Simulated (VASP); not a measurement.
# Sb (P6_3/mmc) in VASP: further runs

The runs below take Sb through single point, with LDA.

Everything below comes from runs of VASP 6.6.1. Logs are shortened: lines on timing, memory, paths and dates and some standing lists are left out, and cuts for length are marked.

## Step 1: The cell of the first run

Symmetry: P6_3/mmc, No. 194, hexagonal system. Conventional cell: a = 3.380 Å, b = 3.380 Å, c = 5.348 Å, α = 90.00°, β = 90.00°, γ = 120.00°. Sb (site symmetry -6m2) has 12 Sb at 3.31 to 3.38 Å within 4.4 Å.

## Step 2: Single point, LDA (volume scaled by 1.01)

The input, INCAR:

```
SYSTEM = Sb
PREC = Accurate ; ENCUT = 520
EDIFF = 1E-6 ; ISMEAR = -1
SIGMA = 0.03 ; LREAL = .FALSE.
LASPH = .TRUE. ; NELM = 80
ALGO = Normal ; ISIF = 2
LWAVE = .FALSE. ; LCHARG = .FALSE.
NBANDS = 12
```

The input, KPOINTS:

```
Automatic mesh
0
G
  12 12 7
  0 0 0
```

The input, POSCAR:

```
Sb
1.0
    3.3801929534      0.0000000000      0.0000000000
   -1.6900964767      2.9273329673      0.0000000000
    0.0000000000      0.0000000000      5.3477077713
Sb
2
Direct
    0.3333333333      0.6666666667      0.2500000000
    0.6666666667      0.3333333333      0.7500000000
```

Potentials or basis: VASP PAW LDA potentials, release 64 (Sb).

The run is started by

```bash
$ cat potpaw_LDA.64/Sb/POTCAR > POTCAR
$ mpirun -np 1 vasp_std > vasp.out
```

OUTCAR:

```text
SYSTEM = Sb
   PREC = Accurate
   ENCUT = 520
   EDIFF = 1E-6
   ISMEAR = -1
   LREAL = .FALSE.
   LASPH = .TRUE.
   NELM = 80
   ISIF = 2

 ion  position               nearest neighbor table
   1  0.333  0.667  0.250-   2 3.31   2 3.31   2 3.31   2 3.31   2 3.31   2 3.31
   2  0.667  0.333  0.750-   1 3.31   1 3.31   1 3.31   1 3.31   1 3.31   1 3.31

  LATTYP: Found a hexagonal cell.
 ALAT       =     3.3801929534
 C/A-ratio  =     1.5820717471

  Lattice vectors:

 A1 = (   3.3801929534,   0.0000000000,   0.0000000000)
 A2 = (  -1.6900964767,   2.9273329673,   0.0000000000)
 A3 = (   0.0000000000,   0.0000000000,   5.3477077713)

Analysis of symmetry for initial positions (statically):
=====================================================================
 Subroutine PRICEL returns:
 Original cell was already a primitive cell.

 Routine SETGRP: Setting up the symmetry group for a
 hexagonal supercell.

 Subroutine GETGRP returns: Found 24 space group operations
 (whereof 12 operations were pure point group operations)
 out of a pool of 24 trial point group operations.

The static configuration has the point symmetry D_3d.
 The point group associated with its full space group is D_6h.

Analysis of symmetry for dynamics (positions and initial velocities):
=====================================================================
 Subroutine PRICEL returns:
 Original cell was already a primitive cell.

 Routine SETGRP: Setting up the symmetry group for a
 hexagonal supercell.

 Subroutine GETGRP returns: Found 24 space group operations
 (whereof 12 operations were pure point group operations)
 out of a pool of 24 trial point group operations.

The dynamic configuration has the point symmetry D_3d.
 The point group associated with its full space group is D_6h.

 Subroutine INISYM returns: Found 24 space group operations
 (whereof 12 operations are pure point group operations),
 and found     1 'primitive' translations

----------------------------------------------------------------------------------------

                                     Primitive cell

  volume of cell :      52.9153

  direct lattice vectors                    reciprocal lattice vectors
     3.380192953  0.000000000  0.000000000     0.295841100  0.170803938  0.000000000
    -1.690096477  2.927332967  0.000000000     0.000000000  0.341607877  0.000000000
     0.000000000  0.000000000  5.347707771     0.000000000  0.000000000  0.186996007

[... 85 lines left out ...]
   EDIFFG = 0.1E-04   stopping-criterion for IOM
   NSW    =      0    number of steps for IOM
   IBRION =     -1    ionic relax: 0-MD 1-quasi-New 2-CG
   NFREE  =      0    steps in history (QN), initial steepest desc. (CG)
   ISIF   =      2    stress and relaxation
   ISYM   =      2    0-nonsym 1-usesym 2-fastsym
   POTIM  = 0.5000    time-step for ionic-motion
   TEBEG  =    0.0;   TEEND  =   0.0 temperature during run
   PSTRESS=    0.0 pullay stress
   NELECT =      10.0000    total number of electrons
   NUPDOWN=      -1.0000    fix difference up-down
   EMIN   =  10.00;   EMAX   =-10.00  energy-range for DOS
   EFERMI =   0.00;   METHOD = LEGACY
   ISMEAR =    -1;   SIGMA  =   0.03  broadening in eV -4-tet -1-fermi 0-gaus
   EFERMI_NEDOS =   21; number of points for ismear=-14 and -15
   IALGO  =     38    algorithm
   IMIX   =      4    mixing-type and parameters
     AMIX     =   0.40;   BMIX     =  1.00
     AMIX_MAG =   1.60;   BMIX_MAG =  1.00
  volume/ion in A,a.u.               =      26.46       178.55
  Fermi-wavevector in a.u.,A,eV,Ry     =   0.939466  1.775333 12.008453  0.882596
  Thomas-Fermi vector in A             =   2.066781
   LORBIT       =      0    0 simple, 1 ext, 2 COOP (PROOUT), +10 PAW based schemes
   GGA     = CA    functional components
   LHFCALC =     F    Hartree Fock is set to
   AEXX    =    0.0000 exact exchange contribution
   IVDW    =     0    specifies the selected vdW correction
   LEPSILON=     F    determine dielectric tensor
   LRPA    =     F    only Hartree local field effects (RPA)
 non-spin polarized calculation
  energy-cutoff  :      520.00
  volume of cell :       52.92
 maximum number of plane-waves:      1442
 NGX is ok and might be reduce to    28
   NGX = 13   NGY = 13   NGZ = 19

 number of electron      10.0000000 magnetization

 Free energy of the ion-electron system (eV)
  ---------------------------------------------------
  ext. energy  EPLUGINS =         0.00000000
  ---------------------------------------------------
  free energy    TOTEN  =        -9.14243587 eV

  energy without entropy =       -9.13950635  energy(sigma->0) =       -9.14097111

 E-fermi :   8.6686     XC(G=0): -10.4462

 val. band max:        8.6671576483   @ k =   0.3333   0.2500   0.0000
 cond. band min:       8.7399167675   @ k =   0.4167   0.0833   0.0000
 fundamental gap:      0.0727591192
 Fermi energy:         8.6685742208

 k-point     1 :       0.0000    0.0000    0.0000
  band No.  band energies     occupation
      1      -4.4424      2.00000
      2      -0.3108      2.00000
      3       2.7922      2.00000
      4      11.8740      0.00000
      5      11.8740      0.00000
      6      13.6345      0.00000
      7      13.6345      0.00000
      8      14.5237      0.00000
      9      15.9872      0.00000
     10      17.4491      0.00000
     11      18.3369      0.00000
     12      18.3369      0.00000
[... 331 lines left out ...]
 k-point    24 :       0.3333    0.0000    0.1429
  band No.  band energies     occupation
      1      -2.4564      2.00000
      2       0.6111      2.00000
      3       4.4789      2.00000
      4       5.8735      2.00000
      5       7.6246      2.00000
      6       9.3629      0.00000
      7      11.1539      0.00000
      8      12.4372      0.00000
      9      13.6223      0.00000
     10      15.8317      0.00000
     11      17.5480      0.00000
     12      18.2952      0.00000

 [... further k-points ...]
[... 5 lines left out ...]
  --------------------------------------------------------------------------------------
  -------------------------------------------------------------------------------------
  Total       -0.4687472     -0.4687472     -0.9680938      0.0000000     -0.0000000      0.0000000
  in kB      -14.1927963    -14.1927963    -29.3120869      0.0000000     -0.0000000      0.0000000
  external PRESSURE =     -19.2325598 kB  Pullay stress =       0.0000000 kB

 VOLUME and BASIS-vectors are now :
 -----------------------------------------------------------------------------
  energy-cutoff  :      520.00
  volume of cell :       52.92
      direct lattice vectors                 reciprocal lattice vectors
     3.380192953  0.000000000  0.000000000     0.295841100  0.170803938  0.000000000
    -1.690096477  2.927332967  0.000000000     0.000000000  0.341607877  0.000000000
     0.000000000  0.000000000  5.347707771     0.000000000  0.000000000  0.186996007

 POSITION                                       TOTAL-FORCE (eV/Angst)
 -----------------------------------------------------------------------------------
     -0.00000      1.95156      1.33693        -0.000000      0.000000      0.000000
      1.69010      0.97578      4.01078         0.000000      0.000000      0.000000
 -----------------------------------------------------------------------------------
    total drift:                               -0.000000      0.000000      0.000000

  FREE ENERGIE OF THE ION-ELECTRON SYSTEM (eV)
  ---------------------------------------------------
  free  energy   TOTEN  =        -9.1424358653 eV

  energy  without entropy=       -9.1395063543  energy(sigma->0) =       -9.14097111
```

Run time: 49 s. Hardware: 1 thread of AMD EPYC 7R43 (Zen 3), shared host; peak memory 0.13 GiB.

Results:

```
Free energy            : -9.1424 eV
Pressure               : -1.9 GPa
Band gap on the k mesh : zero (band 5 reaches 12.55 eV, above the bottom of band 6 at 5.76 eV)
```

Stress tensor (GPa, compression positive):
```
-1.42  0.00  0.00
 0.00 -1.42  0.00
 0.00  0.00 -2.93
```

Caveat: spin-orbit coupling is left out, which moves the levels of the heavy elements.

## Step 3: Single point, LDA (zz strain of +1 %)

The input, INCAR:

```
PREC = Accurate
ENCUT = 520
EDIFF = 1E-7
ISMEAR = -1
SIGMA = 0.03
LREAL = F
LASPH = T
NELM = 100
ALGO = Normal
ISIF = 2
LWAVE = F
LCHARG = F
NBANDS = 12
```

The input, KPOINTS:

```
regular mesh
0
Gamma
  12 12 7
```

The input, POSCAR:

```
Sb
1.0
    3.3690001795      0.0000000000      0.0000000000
   -1.6845000898      2.9176397408      0.0000000000
    0.0000000000      0.0000000000      5.3833000000
Sb
2
Direct
    0.3333333333      0.6666666667      0.2500000000
    0.6666666667      0.3333333333      0.7500000000
```

Potentials or basis: VASP PAW LDA potentials, release 64 (Sb).

The run is started by

```bash
$ cat potpaw_LDA.64/Sb/POTCAR > POTCAR
$ mpirun -np 1 vasp_std > vasp.out
```

Run time: 52 s. Hardware: 1 thread of AMD EPYC 7R43 (Zen 3), shared host; peak memory 0.14 GiB.

Results (log left out):

```yaml
Free_energy: -9.1391 eV
Pressure: -1.9 GPa
Band_gap_on_the_k_mesh: zero (band 5 reaches 12.64 eV, above the bottom of band 6 at 5.75 eV)
```

Stress tensor (GPa, compression positive):
```
-1.41  0.00  0.00
 0.00 -1.41  0.00
 0.00  0.00 -2.90
```

Levels at points of the mesh, in eV from the Fermi level:
```
           k point  band 2  band 3  band 4  band 5  band 6  band 7  band 8  band 9
(0.00, 0.00, 0.00)   -9.07   -5.89    3.32    3.32    5.05    5.05    5.73    7.45
(0.50, 0.00, 0.00)   -8.21   -4.30   -2.97   -2.36   -0.17    0.16    3.65    4.32
```

Caveat: the cell differs from its parent crystal (zz strain of +1 %); spin-orbit coupling is left out, which moves the levels of the heavy elements.
